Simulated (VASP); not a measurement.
Runs of VASP 6.6.1 on Rh. The structure is that of space group Fm-3m (No. 225), or close to it. The cells are those of the table. 

```csv
task,cell,cutoff (eV),k mesh for the DOS,occupations for the DOS,gap on the mesh (eV),pressure (GPa)
single point,"a = 2.561 Å, angles 60.0°, 1 atom",520,-,-,none,52.1
single point,"a = 2.396 Å, angles 60.0°, 1 atom",520,-,-,none,220.0
single point,"a = 2.618 Å, angles 60.0°, 1 atom",520,-,-,none,21.3
single point,"a = 2.303 Å, angles 60.0°, 1 atom",520,-,-,none,396.3
single point,"a = 2.673 Å, angles 60.0°, 1 atom",500,-,-,none,(b)
single point,"a = 2.481 Å, angles 60.0°, 1 atom",500,-,-,none,(a)
single point,"a = 2.481 Å, angles 60.0°, 1 atom",520,-,-,none,115.4
```

Alike in all rows: level PBEsol; potentials or basis VASP PAW PBE potentials, release 64 (Rh_pv); no spin polarisation; k mesh 17 × 17 × 17; smearing fermi-dirac 0.05 eV.

Q: Estimate the missing entries.

A: (a) 115.5; (b) 0.0.

Caveats: the PAW data sets were made with another functional, which shifts forces and pressure a little.

A k mesh can miss the band edges, and the runs leave out spin-orbit coupling on Rh.

A gap of «none» marks levels without a gap at the run's occupations.
